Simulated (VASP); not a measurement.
A run of VASP 6.6.1:

File INCAR:

```
SYSTEM = ZnF2
PREC = Accurate
ENCUT = 600
EDIFF = 1E-6
ISMEAR = 0
SIGMA = 0.01
LREAL = .False.
LASPH = .True.
NELM = 120
ALGO = Normal
ISIF = 2
LWAVE = .False.
LCHARG = .False.
NBANDS = 35
GGA_COMPAT = .False.
```

The input KPOINTS:

```
regular mesh
0
Gamma
  4 4 6
  0 0 0
```

Contents of POSCAR:

```
ZnF2
1.0
    4.6305912559      0.0000000000      0.0000000000
    0.0000000000      4.6305912559      0.0000000000
    0.0000000000      0.0000000000      3.0880767054
Zn F
2 4
Direct
    0.0000000000      0.0000000000      0.0000000000
    0.5000000000      0.5000000000      0.5000000000
    0.3032745163      0.3032745163      0.0000000000
    0.1967254837      0.8032745163      0.5000000000
    0.6967254837      0.6967254837      0.0000000000
    0.8032745163      0.1967254837      0.5000000000
```

Potentials or basis: VASP PAW LDA potentials, release 64 (Zn, F).

The run is started by

```sh
$ cat potpaw_LDA.64/Zn/POTCAR potpaw_LDA.64/F/POTCAR > POTCAR
$ mpirun -np 1 vasp_std > vasp.out
```

Hardware: 1 thread of Intel Xeon 8259CL (shared host).

Q: Estimate the wall time of this run.

A: It took 100 s on 1 thread of Intel Xeon 8259CL, on a shared host, peak memory 0.2 GiB. Counts: scf iterations 14, k points 24.
